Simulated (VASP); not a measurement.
# B32N33 (a cell with a defect) in VASP: a series of runs

The runs below take B32N33 (a cell with a defect) through single point, with PBEsol.

Program: VASP 6.6.1. These are calculated values, not measurements. Logs are shortened: lines on timing, memory, paths and dates and some standing lists are left out, and cuts for length are marked.

### Step 1. The cell of the first run

The cell holds a defect, 65 atoms: a = 7.212 Å, b = 7.212 Å, c = 7.212 Å, α = 90.00°, β = 90.00°, γ = 90.00°.

### Step 2. Single point, PBEsol

Contents of INCAR:

```
ALGO = Normal
EDIFF = 1E-6
ENCUT = 520
GGA = PS
ISIF = 2
ISMEAR = -1
ISYM = 0
LASPH = T
LCHARG = F
LREAL = Auto
LWAVE = F
NBANDS = 168
NELECT = 260.0
NELM = 60
PREC = Accurate
SIGMA = 0.05
```

Contents of KPOINTS:

```
Automatic mesh
0
Gamma
  1 1 1
  0.25 0.25 0.25
```

Contents of POSCAR:

```
B32N33
1.0
    7.2115910000      0.0000000000      0.0000000000
    0.0000000000      7.2115910000      0.0000000000
    0.0000000000      0.0000000000      7.2115910000
B N
32 33
Direct
    0.9985950000      0.0013950000      0.0008290000
    0.0012720000      0.0037060000      0.4978390000
    0.0039690000      0.4992560000      0.0067240000
    0.0050650000      0.4980910000      0.4973440000
    0.4993490000      0.0005630000      0.0007820000
    0.5009080000      0.9979200000      0.5026100000
    0.4983920000      0.5006590000      0.0024560000
    0.4718470000      0.4986930000      0.4801970000
    0.2503100000      0.2490500000      0.0008060000
    0.2477080000      0.2466300000      0.4977930000
    0.2449020000      0.7514140000      0.0066910000
    0.2440720000      0.7523100000      0.4972950000
    0.7496320000      0.2499140000      0.0007420000
    0.7481670000      0.2524090000      0.5025180000
    0.7506350000      0.7496850000      0.0025300000
    0.7774100000      0.7518390000      0.4797650000
    0.2503650000      0.0013390000      0.2500290000
    0.2477890000      0.0035380000      0.7520630000
    0.2450400000      0.4992060000      0.2443590000
    0.2437540000      0.4983750000      0.7543360000
    0.7495440000      0.0006400000      0.2501340000
    0.7476950000      0.9982900000      0.7492520000
    0.7506090000      0.5005800000      0.2483130000
    0.7787300000      0.4984090000      0.7692500000
    0.9986430000      0.2490810000      0.2500170000
    0.0010880000      0.2468080000      0.7520690000
    0.0041310000      0.7513470000      0.2442530000
    0.0053190000      0.7519960000      0.7544100000
    0.4993090000      0.2496610000      0.2501640000
    0.5013140000      0.2521160000      0.7493450000
    0.4982990000      0.7497550000      0.2481460000
    0.4703880000      0.7525340000      0.7697820000
    0.1247520000      0.1254510000      0.1258280000
    0.1247800000      0.1255240000      0.6266810000
    0.1248310000      0.6253340000      0.1258580000
    0.1248480000      0.6254980000      0.6258940000
    0.6247670000      0.1255700000      0.1258520000
    0.6247950000      0.1254890000      0.6259100000
    0.6248070000      0.6254770000      0.1257280000
    0.5391140000      0.6245200000      0.6264610000
    0.3750200000      0.3738010000      0.1252840000
    0.3683920000      0.3731470000      0.6263780000
    0.3750560000      0.8771560000      0.1264190000
    0.3679780000      0.8781330000      0.6266380000
    0.8745350000      0.3738990000      0.1264380000
    0.8816490000      0.3728570000      0.6267010000
    0.8744720000      0.8771170000      0.1252100000
    0.8811970000      0.8778580000      0.6261410000
    0.3765270000      0.1238870000      0.3764670000
    0.3764810000      0.1269050000      0.8753230000
    0.3615020000      0.6263580000      0.3631730000
    0.3612940000      0.6241340000      0.8884270000
    0.8730470000      0.1270620000      0.3764270000
    0.8730010000      0.1240080000      0.8753410000
    0.8884450000      0.6242270000      0.3632650000
    0.8880530000      0.6265070000      0.8882620000
    0.1256880000      0.3726410000      0.3737880000
    0.1237810000      0.3726620000      0.8779970000
    0.1239980000      0.8783770000      0.3737980000
    0.1256710000      0.8782700000      0.8779350000
    0.6221560000      0.3809710000      0.3777330000
    0.6276070000      0.3808980000      0.8739350000
    0.6273990000      0.8701160000      0.3774280000
    0.6219520000      0.8700870000      0.8739780000
    0.7102380000      0.6267120000      0.6253970000
```

Potentials or basis: VASP PAW PBE potentials, release 64 (B, N).

Run with:

```bash
$ cat potpaw_PBE.64/B/POTCAR potpaw_PBE.64/N/POTCAR > POTCAR
$ mpirun -np 1 vasp_std > vasp.out
```

OUTCAR:

```text
EDIFF = 1E-6
   ENCUT = 520
   GGA = PS
   ISIF = 2
   ISMEAR = -1
   ISYM = 0
   LASPH = T
   LREAL = Auto
   NELECT = 260.0
   NELM = 60
   PREC = Accurate

 ion  position               nearest neighbor table
   1  0.999  0.001  0.001-  47 1.55  60 1.55  54 1.56  33 1.56
   2  0.001  0.004  0.498-  59 1.55  53 1.55  34 1.56  48 1.56
   3  0.004  0.499  0.007-  56 1.51  35 1.52  45 1.56  58 1.56
   4  0.005  0.498  0.497-  57 1.54  36 1.57  55 1.57  46 1.57
   5  0.499  0.001  0.001-  43 1.55  50 1.56  37 1.56  64 1.58
   6  0.501  0.998  0.503-  38 1.56  49 1.57  44 1.57  63 1.58
[... 31 lines left out ...]
  38  0.625  0.125  0.626-  22 1.56  30 1.56  14 1.56   6 1.56
  39  0.625  0.625  0.126-  31 1.55  15 1.55  23 1.55   7 1.56
  40  0.539  0.625  0.626-  65 1.23  32 1.47   8 1.47
  41  0.375  0.374  0.125-   7 1.55  29 1.55   9 1.56  19 1.56
  42  0.368  0.373  0.626-  10 1.57  30 1.57  20 1.57   8 1.58
  43  0.375  0.877  0.126-  31 1.55  17 1.55   5 1.55  11 1.56
  44  0.368  0.878  0.627-  18 1.55  32 1.56   6 1.57  12 1.58
  45  0.875  0.374  0.126-  25 1.55  23 1.55  13 1.56   3 1.56
  46  0.882  0.373  0.627-  26 1.54  24 1.56   4 1.57  14 1.58
[... 16 lines left out ...]
  63  0.627  0.870  0.377-  16 1.56  31 1.58   6 1.58  21 1.58
  64  0.622  0.870  0.874-  15 1.57  32 1.57  22 1.58   5 1.58
  65  0.710  0.627  0.625-  40 1.23  16 1.47  24 1.48

IMPORTANT INFORMATION: All symmetrisations will be switched off!
NOSYMM: (Re-)initialisation of all symmetry stuff for point group C_1.

----------------------------------------------------------------------------------------

                                     Primitive cell

  volume of cell :     375.0535

  direct lattice vectors                    reciprocal lattice vectors
     7.211591000  0.000000000  0.000000000     0.138665656  0.000000000  0.000000000
     0.000000000  7.211591000  0.000000000     0.000000000  0.138665656  0.000000000
     0.000000000  0.000000000  7.211591000     0.000000000  0.000000000  0.138665656

  length of vectors
     7.211591000  7.211591000  7.211591000     0.138665656  0.138665656  0.138665656

  position of ions in fractional coordinates (direct lattice)
     0.998595000  0.001395000  0.000829000
     0.001272000  0.003706000  0.497839000
     0.003969000  0.499256000  0.006724000
     0.005065000  0.498091000  0.497344000
     0.499349000  0.000563000  0.000782000
     0.500908000  0.997920000  0.502610000
[... 57 lines left out ...]
     0.621952000  0.870087000  0.873978000
     0.710238000  0.626712000  0.625397000

  ion indices of the primitive-cell ions
   primitive index   ion index
                 1           1
[... 121 lines left out ...]
   ISIF   =      2    stress and relaxation
   ISYM   =      0    0-nonsym 1-usesym 2-fastsym
   POTIM  = 0.5000    time-step for ionic-motion
   TEBEG  =    0.0;   TEEND  =   0.0 temperature during run
   PSTRESS=    0.0 pullay stress
   NELECT =     260.0000    total number of electrons
   NUPDOWN=      -1.0000    fix difference up-down
   EMIN   =  10.00;   EMAX   =-10.00  energy-range for DOS
   EFERMI =   0.00;   METHOD = LEGACY
   ISMEAR =    -1;   SIGMA  =   0.05  broadening in eV -4-tet -1-fermi 0-gaus
   EFERMI_NEDOS =   21; number of points for ismear=-14 and -15
   IALGO  =     38    algorithm
   IMIX   =      4    mixing-type and parameters
     AMIX     =   0.40;   BMIX     =  1.00
     AMIX_MAG =   1.60;   BMIX_MAG =  1.00
  volume/ion in A,a.u.               =       5.77        38.94
  Fermi-wavevector in a.u.,A,eV,Ry     =   1.448888  2.738002 28.562396  2.099277
  Thomas-Fermi vector in A             =   2.566678
   LORBIT       =      0    0 simple, 1 ext, 2 COOP (PROOUT), +10 PAW based schemes
   GGA     = PS    functional components
   LHFCALC =     F    Hartree Fock is set to
   AEXX    =    0.0000 exact exchange contribution
   IVDW    =     0    specifies the selected vdW correction
   LEPSILON=     F    determine dielectric tensor
   LRPA    =     F    only Hartree local field effects (RPA)
 non-spin polarized calculation
  energy-cutoff  :      520.00
  volume of cell :      375.05
 maximum number of plane-waves:     10107
 NGX is ok and might be reduce to    54
   NGX = 27   NGY = 27   NGZ = 27

 number of electron     260.0000034 magnetization

 Free energy of the ion-electron system (eV)
  ---------------------------------------------------
  ext. energy  EPLUGINS =         0.00000000
  ---------------------------------------------------
  free energy    TOTEN  =      -595.54931363 eV

  energy without entropy =     -595.54836591  energy(sigma->0) =     -595.54883977

 E-fermi :   8.3178     XC(G=0): -13.1140

 val. band max:        7.9457181200   @ k =   0.2500  -0.2500   0.2500
 cond. band min:       8.6813460376   @ k =  -0.2500   0.2500   0.2500
 fundamental gap:      0.7356279176
 Fermi energy:         8.3178225050

 k-point     1 :       0.2500    0.2500    0.2500
  band No.  band energies     occupation
      1     -15.1181      2.00000
      2     -12.2688      2.00000
      3     -11.4737      2.00000
      4     -11.4477      2.00000
      5     -11.0421      2.00000
      6     -10.5224      2.00000
[... 569 lines left out ...]
    141      15.6134      0.00000
    142      15.7942      0.00000
 [bands above 142 left out]

------------------------ aborting loop because EDIFF is reached ----------------------------------------

  FORCE on cell =-STRESS in cart. coord.  units (eV):
  Direction    XX          YY          ZZ          XY          YZ          ZX
  --------------------------------------------------------------------------------------
  -------------------------------------------------------------------------------------
  Total       28.3648229     -5.7379329     18.2212314     -0.7078863     -0.2207465     -0.3115068
  in kB      121.1706378    -24.5116633     77.8386046     -3.0239932     -0.9429986     -1.3307143
  external PRESSURE =      58.1658597 kB  Pullay stress =       0.0000000 kB

 VOLUME and BASIS-vectors are now :
 -----------------------------------------------------------------------------
  energy-cutoff  :      520.00
  volume of cell :      375.05
      direct lattice vectors                 reciprocal lattice vectors
     7.211591000  0.000000000  0.000000000     0.138665656  0.000000000  0.000000000
     0.000000000  7.211591000  0.000000000     0.000000000  0.138665656  0.000000000
     0.000000000  0.000000000  7.211591000     0.000000000  0.000000000  0.138665656

 POSITION                                       TOTAL-FORCE (eV/Angst)
 -----------------------------------------------------------------------------------
      7.20146      0.01006      0.00598         0.055686      0.053747      0.053857
      0.00917      0.02673      3.59021         0.013800      0.022087      0.243903
      0.02862      3.60043      0.04849         0.066705     -0.004256      0.063890
      0.03653      3.59203      3.58664         0.095085      0.078415      0.015313
      3.60110      0.00406      0.00564         0.048813      0.058364      0.053984
      3.61234      7.19659      3.62462         0.093769      0.098551     -0.007213
[... 57 lines left out ...]
      4.48526      6.27471      6.30277        -0.074902     -0.048399     -0.043174
      5.12195      4.51959      4.51011         0.282807     -0.149929      0.096463
 -----------------------------------------------------------------------------------
    total drift:                                0.002749     -0.000313      0.000291

  FREE ENERGIE OF THE ION-ELECTRON SYSTEM (eV)
  ---------------------------------------------------
  free  energy   TOTEN  =      -595.5493136273 eV

  energy  without entropy=     -595.5483659122  energy(sigma->0) =     -595.54883977
```

Wall time 14 min (1 thread of AMD EPYC 7R43 (Zen 3), shared host); peak memory 0.43 GiB.

Results:

```yaml
Free_energy: -595.5493 eV
Largest_force: 0.376 eV/Å
```

Forces in eV/Å, atoms in the order of the input:
```
B    0.056  0.054  0.054
B    0.014  0.022  0.244
B    0.067 -0.004  0.064
B    0.095  0.078  0.015
B    0.049  0.058  0.054
B    0.094  0.099 -0.007
B    0.057  0.043  0.056
B   -0.074 -0.067  0.229
B    0.047  0.048  0.062
B    0.095  0.102  0.261
B    0.064  0.009  0.062
B    0.018 -0.007  0.010
B    0.057  0.060  0.059
B    0.000  0.021  0.013
B    0.029  0.050  0.033
B    0.131  0.148  0.157
B    0.056  0.055  0.059
B    0.017  0.108  0.242
B    0.043  0.002  0.046
B    0.092  0.003  0.023
B    0.045  0.068  0.059
B    0.095 -0.002  0.008
B    0.075  0.050  0.049
B   -0.068  0.075  0.193
B    0.046  0.058  0.058
B    0.102  0.017  0.255
B    0.059  0.026  0.060
B   -0.013  0.088 -0.004
B    0.061  0.068  0.067
B   -0.003  0.097 -0.001
B    0.046  0.042  0.063
B    0.130 -0.069  0.200
N   -0.047 -0.047 -0.058
N   -0.054 -0.063 -0.367
N   -0.072  0.015 -0.065
N   -0.052 -0.048 -0.049
N   -0.049 -0.064 -0.063
N   -0.050 -0.056 -0.046
N   -0.054 -0.052 -0.051
N   -0.316  0.054 -0.155
N   -0.039 -0.054 -0.064
N   -0.056 -0.078 -0.236
N   -0.064 -0.058 -0.064
N   -0.025 -0.073 -0.211
N   -0.059 -0.063 -0.062
N   -0.075 -0.017 -0.242
N   -0.043 -0.057 -0.051
N   -0.021 -0.022 -0.184
N   -0.050 -0.064 -0.054
N   -0.039 -0.059 -0.052
N   -0.053  0.086 -0.038
N   -0.065  0.060 -0.040
N   -0.049 -0.044 -0.059
N   -0.054 -0.042 -0.060
N   -0.089 -0.073 -0.079
N   -0.018 -0.026 -0.052
N   -0.059 -0.056 -0.057
N   -0.068 -0.054 -0.060
N   -0.045 -0.063 -0.070
N   -0.039 -0.042 -0.047
N   -0.001 -0.063 -0.057
N   -0.006 -0.025 -0.070
N   -0.079 -0.052 -0.034
N   -0.075 -0.048 -0.043
N    0.283 -0.150  0.096
```

Caveat: the cell carries a net charge on a neutralising background, which shifts energy and pressure; the cell is charged against a uniform background, so pressure and absolute levels hang on convention; the standard files for N, O and F lose accuracy on very short bonds; the PAW data sets were made with another functional, which shifts forces and pressure a little.

[end of part 1 of 2]
